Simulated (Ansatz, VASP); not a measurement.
# One calculation of AlCu, two programs

Contents of INCAR:

```
SYSTEM = AlCu
PREC = Accurate
ENCUT = 520
EDIFF = 1E-6
ISMEAR = -1
SIGMA = 0.05
LREAL = .False.
LASPH = .True.
NELM = 60
ALGO = Normal
ISIF = 2
LWAVE = .False.
LCHARG = .False.
GGA = PS
NBANDS = 14
```

File KPOINTS:

```
Automatic mesh
0
Gamma
  8 8 8
  0 0 0
```

POSCAR

```
AlCu
1.0
    2.8724657871      0.0000000000      0.0000000000
    0.0000000000      2.8724657871      0.0000000000
    0.0000000000      0.0000000000      2.8724657871
Al Cu
1 1
Direct
    0.0000000000      0.0000000000      0.0000000000
    0.5000000000      0.5000000000      0.5000000000
```

Input for Ansatz:

```yaml
crystal:
  lattice:
    - [2.8724657871488533, 0.0, 0.0]
    - [0.0, 2.8724657871488533, 0.0]
    - [0.0, 0.0, 2.8724657871488533]
  atoms:
    - { symbol: Al, position: [0.0, 0.0, 0.0] }
    - { symbol: Cu, position: [0.5, 0.5, 0.5] }
basis:
  ecutwfc: 500.0
kpoints:
  mp_grid:
    grid: [8, 8, 8]
hamiltonian:
  xc: pbesol
scf:
  occupations:
    method: fermi_dirac
    width: 0.05
output:
  stress: true
```

Alike in both runs: task single point; functional PBEsol; k mesh 8 × 8 × 8; occupations fermi-dirac, width 0.05 eV; no spin polarisation.

|  | VASP | Ansatz |
| --- | --- | --- |
| version | VASP 6.6.1 | Ansatz 0.2.0 |
| potentials or method | VASP PAW PBE potentials, release 64 (Al, Cu), cutoff 520 eV | plane waves, PAW |
| valence electrons in the cell | 14 | 22 |

```tsv
	VASP	Ansatz	Ansatz less VASP
pressure (GPa)	14.3	13.6	-0.64
```

VASP's potentials were made for PBE, not for PBEsol. VASP's potentials hold 14 valence electrons a cell and Ansatz's 22, so a difference there can come from the potentials and not from the codes.
